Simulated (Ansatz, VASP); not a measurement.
## Two plane-wave programs on Nb

```
Nb
1.0
     2.70053    0.00000    0.00000
     0.00000    2.70053    0.00000
     0.00000    0.00000    2.70053
Nb
1
Direct
  0.00000 0.00000 0.00000
```

Alike in both runs: task single point; functional RPBE; k mesh 13 × 13 × 13; occupations fermi-dirac, width 0.1 eV; no spin polarisation.

|  | VASP | Ansatz |
| --- | --- | --- |
| version | VASP 6.6.1 | Ansatz 0.2.0 |
| potentials or method | VASP PAW PBE potentials, release 64 (Nb_sv), cutoff 520 eV | plane waves (420 eV) with PAW, scalar-relativistic |
| valence electrons in the cell | 13 | 13 |

|  | VASP | Ansatz | Ansatz less VASP |
| --- | --- | --- | --- |
| pressure (GPa) | 4.9 | 5.1 | +0.18 |

VASP's potentials were made for PBE, not for RPBE.
